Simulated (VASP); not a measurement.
A run of VASP 6.6.1:

Contents of INCAR:

```
PREC = Accurate ; ENCUT = 520
EDIFF = 1E-6 ; ISMEAR = -1
SIGMA = 0.05 ; LREAL = Auto
LASPH = True ; NELM = 100
ALGO = Normal ; ISIF = 2
LWAVE = False ; LCHARG = True
GGA = PE ; IVDW = 12
LELF = True ; LVHAR = True
NBANDS = 120
```

Contents of KPOINTS:

```
regular mesh
0
Gamma
  1 1 1
```

Contents of POSCAR:

```
CO2
1.0
    8.5889170000      0.0000000000      0.0000000000
    0.0000000000      8.5889170000      0.0000000000
    0.0000000000      0.0000000000      8.5889170000
C O
12 24
Direct
    0.1142286041      0.4620838692      0.4010051558
    0.4974783200      0.8536349810     -0.0230063930
    0.7729496047      0.4744835699      0.5985737201
    0.1587510975      0.1051704190      0.7395111630
    0.3495900589      0.4508484597      0.0797888721
    1.0848166305      0.0708936878      0.2811530255
    0.1137512448      0.7228617997      0.8858742028
    0.7939650599      0.7868978126      0.1693810756
    0.4038227404      0.7951060652      0.4426984217
    0.7857102356      0.9511560072      0.7525861526
    0.7912522615      0.3737491001     -0.0087438265
    0.5624806946      0.1116322349      0.4213453221
    0.1828169954      0.4590916410      0.5208805720
    0.0849699677      0.4932752290      0.2665411716
    0.5009013360      0.7519574354     -0.1092920097
    0.4978159645      0.9501663597      0.0678898166
    0.7022072748      0.5794793453      0.6587326435
    0.8509920401      0.3788021237      0.5364820734
    0.2497637362      0.0074165346      0.7172149876
    0.0601356376      0.1964392018      0.7689910148
    0.4208796057      0.4692791885      0.1980692094
    0.2846109702      0.4328135899     -0.0389338959
    1.0106396418     -0.0170568653      0.3611863987
    1.1394684568      0.1656204152      0.1984068539
    0.1437550276      0.8119300722      0.9884948242
    0.0847021807      0.6363083960      0.7807503554
    0.7753596874      0.6876536355      0.2663083134
    0.8226415507      0.8735909312      0.0671097415
    0.5155364757      0.8224669071      0.5165843377
    0.2903159968      0.7844760870      0.3680440735
    0.9132466876      0.8927435205      0.7260403145
    0.6686058324      1.0124210072      0.7772807678
    0.8586880046      0.4900734283      0.0166377204
    0.7146302613      0.2616278630     -0.0284552756
    0.4275277081      0.1429749525      0.4221836117
    0.6960248888      0.0895339890      0.4078977594
```

Potentials or basis: VASP PAW PBE potentials, release 64 (C, O).

The run is started by

```console
$ cat potpaw_PBE.64/C/POTCAR potpaw_PBE.64/O/POTCAR > POTCAR
$ mpirun -np 1 vasp_gam > vasp.out
```

Hardware: 1 thread of Intel(R) Xeon(R) Platinum 8259CL CPU @ 2.50GHz (Skylake/Cascade Lake), with other jobs on the host.

Task: How long does it take, and how much memory?

Result: Wall time 3.5 min on 1 thread of Intel(R) Xeon(R) Platinum 8259CL CPU @ 2.50GHz (Skylake/Cascade Lake), with other jobs on the host, peak memory 0.52 GiB. Counts: scf iterations 17, k points 1.
